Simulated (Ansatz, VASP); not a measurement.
# One calculation of InO, two programs

INCAR

```
SYSTEM = InO
PREC = Accurate
ENCUT = 520
EDIFF = 1E-6
ISMEAR = 0
SIGMA = 0.03
LREAL = .FALSE.
LASPH = .TRUE.
NELM = 60
ALGO = Normal
ISIF = 2
LWAVE = .FALSE.
LCHARG = .FALSE.
GGA = CA
NBANDS = 27
```

The input KPOINTS:

```
Automatic mesh
0
G
  12 12 2
  0 0 0
```

POSCAR

```
InO
1.0
    3.3672734563      0.0000000000      0.0000000000
   -1.6836367282      2.9161443546      0.0000000000
    0.0000000000      0.0000000000     15.0832450000
In O
2 2
Direct
    0.6666666667      0.3333333333      0.5900210000
    0.6666666667      0.3333333333      0.4099790000
    0.0000000000      0.0000000000      0.6398670000
    0.0000000000      0.0000000000      0.3601330000
```

Input for Ansatz:

```yaml
crystal:
  lattice:
    - [3.3672734563, 0.0, 0.0]
    - [-1.6836367282, 2.9161443546, 0.0]
    - [0.0, 0.0, 15.083245]
  atoms:
    - { symbol: In, position: [0.6666666667, 0.3333333333, 0.590021] }
    - { symbol: In, position: [0.6666666667, 0.3333333333, 0.409979] }
    - { symbol: O, position: [0.0, 0.0, 0.639867] }
    - { symbol: O, position: [0.0, 0.0, 0.360133] }
basis:
  ecutwfc: 420
kpoints:
  mp_grid: { grid: [12, 12, 2] }
hamiltonian:
  xc: lda
scf:
  occupations: { method: gaussian, width: 0.03 }
output:
  forces: true
  stress: true
  eigenvalues: true
```

Change from the starting cell: strain -0.025 along x and y, -0.050 along z, atoms carried along.

Alike in both runs: task single point; functional LDA; k mesh 12 × 12 × 2; occupations gaussian, width 0.03 eV; no spin polarisation.

```csv
,VASP,Ansatz
version,VASP 6.6.1,Ansatz 0.2.0
potentials or method,"VASP PAW LDA potentials, release 64 (In_d, O), cutoff 520 eV","scalar-relativistic, plane waves, PAW"
valence electrons in the cell,38,38
```

```tsv
	VASP	Ansatz	Ansatz less VASP
gap on the k mesh at the Fermi level (eV)	0.47	0.47	+0.004
least direct gap on the mesh (eV)	1.30	1.30	-0.006
rms of the force components (eV/Å)	0.127	0.112	-0.0140
```

LDA's correlation is that of Perdew and Zunger in VASP and of Perdew and Wang (1992) in Ansatz. Atom by atom the forces differ by 0.018 eV/Å (rms over components).
